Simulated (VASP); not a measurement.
# SiO (Pnma) in VASP: relaxation of cell and atoms with PBE

Aim: the relaxation of cell and atoms of SiO with PBE.

All numbers are computed with VASP 6.6.1; they aren't measurements. Logs are shortened: lines on timing, memory, paths and dates and some standing lists are left out, and cuts for length are marked.

## (1) The cell of the first run

It takes space group Pnma (No. 62, orthorhombic). Conventional cell: a = 7.485 Å, b = 2.941 Å, c = 4.341 Å, α = 90.00°, β = 90.00°, γ = 90.00°. Si (site symmetry m) has 3 O at 1.76 to 1.88 Å within 2.3 Å. O (site symmetry m) has 3 Si at 1.76 to 1.88 Å within 2.3 Å.

## (2) Relaxation of cell and atoms, PBE

The input, INCAR:

```
SYSTEM = SiO
PREC = Accurate
ENCUT = 600
EDIFF = 1E-6
ISMEAR = 0
SIGMA = 0.02
LREAL = .False.
LASPH = .True.
NELM = 80
ALGO = Normal
ISIF = 3
LWAVE = .False.
LCHARG = .False.
GGA = PE
IBRION = 2
NSW = 100
EDIFFG = -0.01
```

The input, KPOINTS:

```
Automatic mesh
0
Gamma
  6 12 8
  0 0 0
```

The input, POSCAR:

```
SiO
1.0
    7.4853277506      0.0000000000      0.0000000000
    0.0000000000      2.9407964729      0.0000000000
    0.0000000000      0.0000000000      4.3414484133
Si O
4 4
Direct
    0.1188209352      0.2500000000      0.1032393969
    0.8811790648      0.7500000000      0.8967606031
    0.3811790648      0.7500000000      0.6032393969
    0.6188209352      0.2500000000      0.3967606031
    0.7721464847      0.2500000000      0.7051291393
    0.2278535153      0.7500000000      0.2948708607
    0.7278535153      0.7500000000      0.2051291393
    0.2721464847      0.2500000000      0.7948708607
```

Potentials or basis: VASP PAW PBE potentials, release 64 (Si, O).

The run is started by

```bash
$ cat potpaw_PBE.64/Si/POTCAR potpaw_PBE.64/O/POTCAR > POTCAR
$ mpirun -np 1 vasp_std > vasp.out
```

OUTCAR:

```text
SYSTEM = SiO
   PREC = Accurate
   ENCUT = 600
   EDIFF = 1E-6
   ISMEAR = 0
   LREAL = .False.
   LASPH = .True.
   NELM = 80
   ISIF = 3
   GGA = PE
   IBRION = 2
   NSW = 100
   EDIFFG = -0.01

 ion  position               nearest neighbor table
   1  0.119  0.250  0.103-   8 1.76   6 1.88   6 1.88   2 2.48   2 2.48
   2  0.881  0.750  0.897-   7 1.76   5 1.88   5 1.88   1 2.48   1 2.48
   3  0.381  0.750  0.603-   6 1.76   8 1.88   8 1.88   4 2.48   4 2.48
   4  0.619  0.250  0.397-   5 1.76   7 1.88   7 1.88   3 2.48   3 2.48
   5  0.772  0.250  0.705-   4 1.76   2 1.88   2 1.88
   6  0.228  0.750  0.295-   3 1.76   1 1.88   1 1.88
   7  0.728  0.750  0.205-   2 1.76   4 1.88   4 1.88
   8  0.272  0.250  0.795-   1 1.76   3 1.88   3 1.88

  LATTYP: Found a simple orthorhombic cell.
 ALAT       =     2.9407964729
 B/A-ratio  =     1.4762831952
 C/A-ratio  =     2.5453402912

  Lattice vectors:

 A1 = (   0.0000000000,   2.9407964729,   0.0000000000)
 A2 = (   0.0000000000,   0.0000000000,   4.3414484133)
 A3 = (   7.4853277506,   0.0000000000,   0.0000000000)

Analysis of symmetry for initial positions (statically):
=====================================================================
 Subroutine PRICEL returns:
 Original cell was already a primitive cell.

 Routine SETGRP: Setting up the symmetry group for a
 simple orthorhombic supercell.

 Subroutine GETGRP returns: Found  8 space group operations
 (whereof  2 operations were pure point group operations)
 out of a pool of  8 trial point group operations.

The static configuration has the point symmetry S_2 .
 The point group associated with its full space group is D_2h.

Analysis of symmetry for dynamics (positions and initial velocities):
=====================================================================
 Subroutine PRICEL returns:
 Original cell was already a primitive cell.

 Routine SETGRP: Setting up the symmetry group for a
 simple orthorhombic supercell.

 Subroutine GETGRP returns: Found  8 space group operations
 (whereof  2 operations were pure point group operations)
 out of a pool of  8 trial point group operations.

The dynamic configuration has the point symmetry S_2 .
 The point group associated with its full space group is D_2h.

 Subroutine INISYM returns: Found  8 space group operations
 (whereof  2 operations are pure point group operations),
 and found     1 'primitive' translations
[... 107 lines left out ...]
   EDIFF  = 0.1E-05   stopping-criterion for ELM
   LREAL  =      F    real-space projection
   EDIFFG = -.1E-01   stopping-criterion for IOM
   NSW    =    100    number of steps for IOM
   IBRION =      2    ionic relax: 0-MD 1-quasi-New 2-CG
   NFREE  =      1    steps in history (QN), initial steepest desc. (CG)
   ISIF   =      3    stress and relaxation
   ISYM   =      2    0-nonsym 1-usesym 2-fastsym
   POTIM  = 0.5000    time-step for ionic-motion
   TEBEG  =    0.0;   TEEND  =   0.0 temperature during run
   PSTRESS=    0.0 pullay stress
   NELECT =      40.0000    total number of electrons
   NUPDOWN=      -1.0000    fix difference up-down
   EMIN   =  10.00;   EMAX   =-10.00  energy-range for DOS
   EFERMI =   0.00;   METHOD = LEGACY
   ISMEAR =     0;   SIGMA  =   0.02  broadening in eV -4-tet -1-fermi 0-gaus
   EFERMI_NEDOS =   21; number of points for ismear=-14 and -15
   IALGO  =     38    algorithm
   IMIX   =      4    mixing-type and parameters
     AMIX     =   0.40;   BMIX     =  1.00
     AMIX_MAG =   1.60;   BMIX_MAG =  1.00
  volume/ion in A,a.u.               =      11.95        80.62
  Fermi-wavevector in a.u.,A,eV,Ry     =   1.224592  2.314143 20.403638  1.499625
  Thomas-Fermi vector in A             =   2.359661
   LORBIT       =      0    0 simple, 1 ext, 2 COOP (PROOUT), +10 PAW based schemes
   GGA     = PE    functional components
   LHFCALC =     F    Hartree Fock is set to
   AEXX    =    0.0000 exact exchange contribution
   IVDW    =     0    specifies the selected vdW correction
   LEPSILON=     F    determine dielectric tensor
   LRPA    =     F    only Hartree local field effects (RPA)
 conjugate gradient relaxation of ions
 non-spin polarized calculation
 Gauss-broadening in eV      SIGMA  =   0.02
  energy-cutoff  :      600.00
  volume of cell :       95.57
 maximum number of plane-waves:      3222
 NGX is ok and might be reduce to    60
   NGX = 29   NGY = 11   NGZ = 17

--------------------------------------- Ionic step        1  -------------------------------------------

 number of electron      39.9999994 magnetization

 Free energy of the ion-electron system (eV)
  ---------------------------------------------------
  ext. energy  EPLUGINS =         0.00000000
  ---------------------------------------------------
  free energy    TOTEN  =       -52.73191848 eV

  energy without entropy =      -52.73191848  energy(sigma->0) =      -52.73191848

------------------------ aborting loop because EDIFF is reached ----------------------------------------

  FORCE on cell =-STRESS in cart. coord.  units (eV):
  Direction    XX          YY          ZZ          XY          YZ          ZX
  --------------------------------------------------------------------------------------
  -------------------------------------------------------------------------------------
  Total       -0.1906956      0.0074187     -0.1572741      0.0000000     -0.0000000      0.0000000
  in kB       -3.1969872      0.1243740     -2.6366796      0.0000000     -0.0000000      0.0000000
  external PRESSURE =      -1.9030976 kB  Pullay stress =       0.0000000 kB
[... 239 lines left out ...]
--------------------------------------- Ionic step        7  -------------------------------------------

 number of electron      39.9999994 magnetization

 Free energy of the ion-electron system (eV)
  ---------------------------------------------------
  ext. energy  EPLUGINS =         0.00000000
  ---------------------------------------------------
  free energy    TOTEN  =       -52.73229838 eV

  energy without entropy =      -52.73229838  energy(sigma->0) =      -52.73229838

 E-fermi :   8.6596     XC(G=0): -10.5439

 val. band max:        8.5072469677   @ k =   0.3333   0.0833   0.0000
 cond. band min:       8.8478818557   @ k =   0.5000   0.2500   0.5000
 fundamental gap:      0.3406348880
 Fermi energy:         8.6595547115

 k-point     1 :       0.0000    0.0000    0.0000
  band No.  band energies     occupation
      1     -15.1186      2.00000
      2     -14.9437      2.00000
      3     -13.0910      2.00000
      4     -13.0511      2.00000
      5      -5.2983      2.00000
      6      -3.6122      2.00000
[... 661 lines left out ...]
     24      11.0043      0.00000
     25      12.9411      0.00000

 [... further k-points ...]
[... 5 lines left out ...]
  --------------------------------------------------------------------------------------
  -------------------------------------------------------------------------------------
  Total        0.0176454      0.0170531      0.0020017      0.0000000     -0.0000000      0.0000000
  in kB        0.2966128      0.2866571      0.0336478      0.0000000     -0.0000000      0.0000000
  external PRESSURE =       0.2056392 kB  Pullay stress =       0.0000000 kB
[... 23 lines left out ...]
  FREE ENERGIE OF THE ION-ELECTRON SYSTEM (eV)
  ---------------------------------------------------
  free  energy   TOTEN  =       -52.7322983806 eV

  energy  without entropy=      -52.7322983806  energy(sigma->0) =      -52.73229838

 reached required accuracy - stopping structural energy minimisation
```

CONTCAR:

```text
SiO
   1.00000000000000
     7.4744561958775853    0.0000000000000000    0.0000000000000000
     0.0000000000000000    2.9409753288925375   -0.0000000000000000
     0.0000000000000000   -0.0000000000000000    4.3359159703953427
  Si              O
     4     4
Direct
     0.1185966080327156    0.2500000000000000    0.1031130370560672
     0.8814033919672845    0.7500000000000000    0.8968869629439328
     0.3814033919672844    0.7500000000000000    0.6031130370560672
     0.6185966080327155    0.2500000000000000    0.3968869629439328
     0.7722793455335416    0.2500000000000000    0.7051826072247666
     0.2277206544664584    0.7500000000000000    0.2948173927752334
     0.7277206544664584    0.7500000000000000    0.2051826072247666
     0.2722793455335416    0.2500000000000000    0.7948173927752334

  0.00000000E+00  0.00000000E+00  0.00000000E+00
  0.00000000E+00  0.00000000E+00  0.00000000E+00
  0.00000000E+00  0.00000000E+00  0.00000000E+00
  0.00000000E+00  0.00000000E+00  0.00000000E+00
  0.00000000E+00  0.00000000E+00  0.00000000E+00
  0.00000000E+00  0.00000000E+00  0.00000000E+00
  0.00000000E+00  0.00000000E+00  0.00000000E+00
  0.00000000E+00  0.00000000E+00  0.00000000E+00
```

Run time: 18 min. Hardware: 1 thread of Oxide Virtual Turin-like, shared host; peak memory 0.4 GiB.

What came out:

```
Free energy                           : -52.7323 eV
Relaxed volume                        : 11.91 Å³/atom
Relaxed cell                          : a = 7.474 Å, b = 2.941 Å, c = 4.336 Å, α = 90.00°, β = 90.00°, γ = 90.00°
Space group after relaxing (to 0.1 Å) : Pnma (No. 62)
Energy gained by relaxing             : 0.0 meV/atom
Ionic steps                           : 7
Pressure after relaxing               : 0.0 GPa
Largest force after relaxing          : 0.008 eV/Å
Band gap on the k mesh                : 0.34 eV (least direct gap 0.47 eV)
```

Forces in eV/Å, atoms in the order of the input:
```
Si  -0.003  0.000 -0.004
Si   0.003  0.000  0.004
Si   0.003  0.000 -0.004
Si  -0.003  0.000  0.004
O    0.007  0.000 -0.003
O   -0.007  0.000  0.003
O   -0.007  0.000 -0.003
O    0.007  0.000  0.003
```

The path:
```csv
step,energy change (eV),largest force (eV/Å),pressure (GPa),volume (Å³)
1,0.0000,0.0340,-0.19,95.57
2,-0.0003,0.0181,-0.04,95.37
3,-0.0003,0.0200,0.00,95.35
4,-0.0003,0.0196,0.00,95.35
5,-0.0003,0.0189,-0.02,95.36
6,-0.0003,0.0194,-0.02,95.36
7,-0.0004,0.0077,0.02,95.31
```

Final structure:
```
Si O
1.0
     7.47446    0.00000    0.00000
     0.00000    2.94098    0.00000
     0.00000    0.00000    4.33592
Si O
4 4
Direct
  0.11860 0.25000 0.10311
  0.88140 0.75000 0.89689
  0.38140 0.75000 0.60311
  0.61860 0.25000 0.39689
  0.77228 0.25000 0.70518
  0.22772 0.75000 0.29482
  0.72772 0.75000 0.20518
  0.27228 0.25000 0.79482
```

A k mesh can miss the band edges.
